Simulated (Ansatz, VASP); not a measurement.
## One calculation of P, two programs

```
P
1.0
     4.33700    0.00000    0.00000
     0.00000    4.33700    0.00000
     0.00000    0.00000    4.37800
P
1
Direct
  0.00000 0.00000 0.00000
```

Alike in both runs: task single point; functional PBE; k mesh 10 × 10 × 9; occupations fermi-dirac, width 0.08 eV; no spin polarisation.

|  | VASP | Ansatz |
| --- | --- | --- |
| version | VASP 6.6.1 | Ansatz 0.2.0 |
| potentials or method | VASP PAW PBE potentials, release 64 (P), cutoff 520 eV | all-electron LAPW, scalar-relativistic |

```csv
,VASP,Ansatz,Ansatz less VASP
gap on the k mesh at the Fermi level (eV),none,none,-
pressure (GPa),-3.3,-3.3,+0.01
"traceless stress, the component that is largest in VASP (GPa)",0.12,0.12,0.000
```

A gap of «none» marks a metal or a gap that the smearing closes. Ansatz ran all-electron here, and VASP with PAW potentials.
